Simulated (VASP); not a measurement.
# Zr in VASP: single point with PBE

Aim: the single point of Zr with PBE.

All numbers are computed with VASP 6.6.1; they aren't measurements. Logs are shortened: lines on timing, memory, paths and dates and some standing lists are left out, and cuts for length are marked.

## 1. The cell of the first run

The cell holds a slab with vacuum, 5 atoms: a = 3.232 Å, b = 3.232 Å, c = 25.294 Å, α = 90.00°, β = 90.00°, γ = 120.00°.

## 2. Single point, PBE

File INCAR:

```
ALGO     = Normal         # electronic algorithm
DIPOL    = 0.5 0.5 0.500
EDIFF    = 1E-6           # SCF threshold, eV
ENCUT    = 520            # plane-wave cutoff, eV
GGA      = PE             # functional
IDIPOL   = 3            
ISIF     = 2              # what is computed and relaxed
ISMEAR   = -1             # smearing method
LASPH    = True           # aspherical terms in the spheres
LCHARG   = False          # write CHGCAR
LDIPOL   = True         
LREAL    = False          # projectors in reciprocal space
LWAVE    = False          # write WAVECAR
NBANDS   = 38             # bands
NELM     = 100            # most SCF steps
PREC     = Accurate       # precision mode
SIGMA    = 0.05           # smearing width, eV
```

File KPOINTS:

```
k-points
0
Gamma
  9 9 1
```

File POSCAR:

```
Zr
1.0
    3.2319982225      0.0000000000      0.0000000000
   -1.6159991113      2.7989925656      0.0000000000
    0.0000000000      0.0000000000     25.2940000000
Zr
5
Direct
    0.3333333333      0.6666666666      0.2965130070
    0.6666666667      0.3333333334      0.3982565035
    0.3333333333      0.6666666666      0.5000000000
    0.6666666667      0.3333333334      0.6017434965
    0.3333333333      0.6666666666      0.7034869930
```

Potentials or basis: VASP PAW PBE potentials, release 64 (Zr_sv).

On the command line:

```bash
$ cat potpaw_PBE.64/Zr_sv/POTCAR > POTCAR
$ mpirun -np 1 vasp_std > vasp.out
```

OUTCAR:

```text
EDIFF = 1E-6
   ENCUT = 520
   GGA = PE
   ISIF = 2
   ISMEAR = -1
   LASPH = True
   LREAL = False
   NELM = 100
   PREC = Accurate

 ion  position               nearest neighbor table
   1  0.333  0.667  0.297-   2 3.18   2 3.18   2 3.18
   2  0.667  0.333  0.398-   1 3.18   3 3.18   1 3.18   3 3.18   1 3.18   3 3.18
   3  0.333  0.667  0.500-   2 3.18   4 3.18   2 3.18   4 3.18   2 3.18   4 3.18
   4  0.667  0.333  0.602-   3 3.18   5 3.18   3 3.18   5 3.18   3 3.18   5 3.18
   5  0.333  0.667  0.703-   4 3.18   4 3.18   4 3.18

  LATTYP: Found a hexagonal cell.
 ALAT       =     3.2319982225
 C/A-ratio  =     7.8261181655

  Lattice vectors:

 A1 = (   3.2319982225,   0.0000000000,   0.0000000000)
 A2 = (  -1.6159991113,   2.7989925656,   0.0000000000)
 A3 = (   0.0000000000,   0.0000000000,  25.2940000000)

Analysis of symmetry for initial positions (statically):
=====================================================================
 Subroutine PRICEL returns:
 Original cell was already a primitive cell.

 Routine SETGRP: Setting up the symmetry group for a
 hexagonal supercell.

 Subroutine GETGRP returns: Found 12 space group operations
 (whereof 12 operations were pure point group operations)
 out of a pool of 24 trial point group operations.

The static configuration has the point symmetry D_3h.

Analysis of symmetry for dynamics (positions and initial velocities):
=====================================================================
 Subroutine PRICEL returns:
 Original cell was already a primitive cell.

 Routine SETGRP: Setting up the symmetry group for a
 hexagonal supercell.

 Subroutine GETGRP returns: Found 12 space group operations
 (whereof 12 operations were pure point group operations)
 out of a pool of 24 trial point group operations.

The dynamic configuration has the point symmetry D_3h.

 Subroutine INISYM returns: Found 12 space group operations
 (whereof 12 operations are pure point group operations),
 and found     1 'primitive' translations

----------------------------------------------------------------------------------------

                                     Primitive cell

  volume of cell :     228.8181

  direct lattice vectors                    reciprocal lattice vectors
     3.231998223  0.000000000  0.000000000     0.309406111  0.178635701  0.000000000
    -1.615999111  2.798992566  0.000000000     0.000000000  0.357271403  0.000000000
     0.000000000  0.000000000 25.294000000     0.000000000  0.000000000  0.039535068

  length of vectors
     3.231998223  3.231998222 25.294000000     0.357271403  0.357271403  0.039535068

  position of ions in fractional coordinates (direct lattice)
     0.333333333  0.666666667  0.296513007
     0.666666667  0.333333333  0.398256504
     0.333333333  0.666666667  0.500000000
     0.666666667  0.333333333  0.601743496
     0.333333333  0.666666667  0.703486993

  ion indices of the primitive-cell ions
   primitive index   ion index
                 1           1
                 2           2
                 3           3
                 4           4
                 5           5

----------------------------------------------------------------------------------------

 KPOINTS: k-points

Automatic generation of k-mesh.
 Grid dimensions read from file:
 generate k-points for:    9    9    1

 Generating k-lattice:

  Cartesian coordinates                     Fractional coordinates (reciprocal lattice)
     0.034378457  0.019848411  0.000000000     0.111111111  0.000000000  0.000000000
     0.000000000  0.039696823  0.000000000     0.000000000  0.111111111  0.000000000
     0.000000000  0.000000000  0.039535068     0.000000000  0.000000000  1.000000000

  Length of vectors
     0.039696823  0.039696823  0.039535068

  Shift w.r.t. Gamma in fractional coordinates (k-lattice)
     0.000000000  0.000000000  0.000000000

 Subroutine IBZKPT returns following result:
 ===========================================

 Found     12 irreducible k-points:

 Following reciprocal coordinates:
            Coordinates               Weight
  0.000000  0.000000  0.000000      1.000000
  0.111111 -0.000000  0.000000      6.000000
  0.222222  0.000000  0.000000      6.000000
  0.333333 -0.000000  0.000000      6.000000
  0.444444  0.000000  0.000000      6.000000
  0.111111  0.111111  0.000000      6.000000
  0.222222  0.111111  0.000000     12.000000
  0.333333  0.111111  0.000000     12.000000
  0.444444  0.111111  0.000000      6.000000
  0.222222  0.222222  0.000000      6.000000
  0.333333  0.222222  0.000000     12.000000
  0.333333  0.333333  0.000000      2.000000
   k-points           NKPTS =     12   k-points in BZ     NKDIM =     12   number of bands    NBANDS=     38
   number of dos      NEDOS =    301   number of ions     NIONS =      5
   total plane-waves  NPLWV = 110592
   dimension x,y,z NGX =    24 NGY =   24 NGZ =  192
   dimension x,y,z NGXF=    48 NGYF=   48 NGZF=  384
   ions per type =               5
   NGX,Y,Z   is equivalent  to a cutoff of  12.35, 12.35, 12.62 a.u.
   NGXF,Y,Z  is equivalent  to a cutoff of  24.69, 24.69, 25.24 a.u.
 SYSTEM =  unknown system
   PREC   = accura    normal or accurate (medium, high low for compatibility)
   ISTART =      0    job   : 0-new  1-cont  2-samecut
   ICHARG =      2    charge: 1-file 2-atom 10-const
   ISPIN  =      1    spin polarized calculation?
   LNONCOLLINEAR =      F non collinear calculations
   LSORBIT =      F    spin-orbit coupling
   LASPH  =      T    aspherical Exc in radial PAW
   ENCUT  =  520.0 eV  38.22 Ry    6.18 a.u.   6.01  6.01 47.03*2*pi/ulx,y,z
   NELM   =    100;   NELMIN=  2; NELMDL= -5     # of ELM steps
   EDIFF  = 0.1E-05   stopping-criterion for ELM
   LREAL  =      F    real-space projection
   EDIFFG = 0.1E-04   stopping-criterion for IOM
   NSW    =      0    number of steps for IOM
   IBRION =     -1    ionic relax: 0-MD 1-quasi-New 2-CG
   NFREE  =      0    steps in history (QN), initial steepest desc. (CG)
   ISIF   =      2    stress and relaxation
   ISYM   =      2    0-nonsym 1-usesym 2-fastsym
   POTIM  = 0.5000    time-step for ionic-motion
   TEBEG  =    0.0;   TEEND  =   0.0 temperature during run
   PSTRESS=    0.0 pullay stress
   NELECT =      60.0000    total number of electrons
   NUPDOWN=      -1.0000    fix difference up-down
   EMIN   =  10.00;   EMAX   =-10.00  energy-range for DOS
   EFERMI =   0.00;   METHOD = LEGACY
   ISMEAR =    -1;   SIGMA  =   0.05  broadening in eV -4-tet -1-fermi 0-gaus
   EFERMI_NEDOS =   21; number of points for ismear=-14 and -15
   IALGO  =     38    algorithm
   IMIX   =      4    mixing-type and parameters
     AMIX     =   0.40;   BMIX     =  1.00
     AMIX_MAG =   1.60;   BMIX_MAG =  1.00
  volume/ion in A,a.u.               =      45.76       308.83
  Fermi-wavevector in a.u.,A,eV,Ry     =   1.047840  1.980131 14.938781  1.097969
  Thomas-Fermi vector in A             =   2.182737
   LORBIT       =      0    0 simple, 1 ext, 2 COOP (PROOUT), +10 PAW based schemes
   GGA     = PE    functional components
   LHFCALC =     F    Hartree Fock is set to
   AEXX    =    0.0000 exact exchange contribution
   IVDW    =     0    specifies the selected vdW correction
   LEPSILON=     F    determine dielectric tensor
   LRPA    =     F    only Hartree local field effects (RPA)
 non-spin polarized calculation
  energy-cutoff  :      520.00
  volume of cell :      228.82
 maximum number of plane-waves:      6222
   NGX = 13   NGY = 13   NGZ = 95

 dipolmoment           0.000000      0.000000      0.000000 electrons x Angstroem

 number of electron      60.0000002 magnetization

 dipolmoment           0.000000      0.000000     -0.000000 electrons x Angstroem

 Free energy of the ion-electron system (eV)
  ---------------------------------------------------
  ext. energy  EPLUGINS =         0.00000000
  ---------------------------------------------------
  free energy    TOTEN  =       -40.74500772 eV

  energy without entropy =      -40.66248614  energy(sigma->0) =      -40.70374693

 E-fermi :   2.6339     XC(G=0):  -6.4607

 val. band max:        2.6179544657   @ k =   0.3333   0.2222   0.0000
 cond. band min:       2.6403097797   @ k =   0.3333   0.1111   0.0000
 fundamental gap:      0.0223553140
 Fermi energy:         2.6338887813

 k-point     1 :       0.0000    0.0000    0.0000
  band No.  band energies     occupation
      1     -46.4255      2.00000
      2     -46.4255      2.00000
      3     -46.1224      2.00000
      4     -46.0817      2.00000
      5     -46.0088      2.00000
      6     -24.7111      2.00000
[... 30 lines left out ...]
     37       3.6042      0.00000
     38       3.7202      0.00000

 k-point     2 :       0.1111   -0.0000    0.0000
  band No.  band energies     occupation
      1     -46.4155      2.00000
      2     -46.4155      2.00000
      3     -46.1102      2.00000
      4     -46.0724      2.00000
      5     -46.0019      2.00000
      6     -24.6832      2.00000
[... 30 lines left out ...]
     37       3.7925      0.00000
     38       3.8290      0.00000

 k-point     3 :       0.2222    0.0000    0.0000
  band No.  band energies     occupation
      1     -46.3901      2.00000
      2     -46.3900      2.00000
      3     -46.0784      2.00000
      4     -46.0486      2.00000
      5     -45.9852      2.00000
      6     -24.6143      2.00000
[... 30 lines left out ...]
     37       4.1354      0.00000
[... 289 lines left out ...]
 k-point    11 :       0.3333    0.2222    0.0000
  band No.  band energies     occupation
      1     -46.3334      2.00000
      2     -46.3334      2.00000
      3     -45.9997      2.00000
      4     -45.9957      2.00000
      5     -45.9561      2.00000
      6     -24.6472      2.00000
[... 30 lines left out ...]
     37       4.2478      0.00000
     38       4.5318      0.00000

 k-point    12 :       0.3333    0.3333    0.0000
  band No.  band energies     occupation
      1     -46.3283      2.00000
      2     -46.3283      2.00000
      3     -45.9910      2.00000
      4     -45.9910      2.00000
      5     -45.9550      2.00000
      6     -24.5669      2.00000
[... 30 lines left out ...]
     37       4.4534      0.00000
     38       4.5927      0.00000

------------------------ aborting loop because EDIFF is reached ----------------------------------------

 vacuum level on the upper side and lower side of the slab       (xc-potential included)        -0.151        -0.151

  FORCE on cell =-STRESS in cart. coord.  units (eV):
  Direction    XX          YY          ZZ          XY          YZ          ZX
  --------------------------------------------------------------------------------------
  -------------------------------------------------------------------------------------
  Total       -2.3042252     -2.3042252     -1.6753447      0.0000000      0.0000000     -0.0000000
  in kB      -16.1341145    -16.1341145    -11.7307124      0.0000000      0.0000000     -0.0000000
  external PRESSURE =     -14.6663138 kB  Pullay stress =       0.0000000 kB

 VOLUME and BASIS-vectors are now :
 -----------------------------------------------------------------------------
  energy-cutoff  :      520.00
  volume of cell :      228.82
      direct lattice vectors                 reciprocal lattice vectors
     3.231998223  0.000000000  0.000000000     0.309406111  0.178635701  0.000000000
    -1.615999111  2.798992566  0.000000000     0.000000000  0.357271403  0.000000000
     0.000000000  0.000000000 25.294000000     0.000000000  0.000000000  0.039535068

 POSITION                                       TOTAL-FORCE (eV/Angst)
 -----------------------------------------------------------------------------------
     -0.00000      1.86600      7.50000         0.000000      0.000000      0.477331
      1.61600      0.93300     10.07350        -0.000000     -0.000000     -0.636074
     -0.00000      1.86600     12.64700        -0.000000     -0.000000      0.000000
      1.61600      0.93300     15.22050        -0.000000      0.000000      0.636074
     -0.00000      1.86600     17.79400         0.000000      0.000000     -0.477331
 -----------------------------------------------------------------------------------
    total drift:                                0.000000      0.000000     -0.000000

  FREE ENERGIE OF THE ION-ELECTRON SYSTEM (eV)
  ---------------------------------------------------
  free  energy   TOTEN  =       -40.7450077174 eV

  energy  without entropy=      -40.6624861447  energy(sigma->0) =      -40.70374693

 vacuum level on the upper side and lower side of the slab         6.607         6.607
```

Run time: 2.9 min. Hardware: 1 thread of Intel Xeon Platinum 8488C (Sapphire Rapids), shared host; peak memory 0.34 GiB.

Results:

| Item | Value |
| --- | --- |
| Free energy | -40.7450 eV |
| Largest force | 0.636 eV/Å |
| Band gap on the k mesh | zero (bands 30 and 31 overlap by 1.25 eV) |

Forces on the atoms (eV/Å):
```
Zr   0.000  0.000  0.477
Zr   0.000  0.000 -0.636
Zr   0.000  0.000  0.000
Zr   0.000  0.000  0.636
Zr   0.000  0.000 -0.477
```
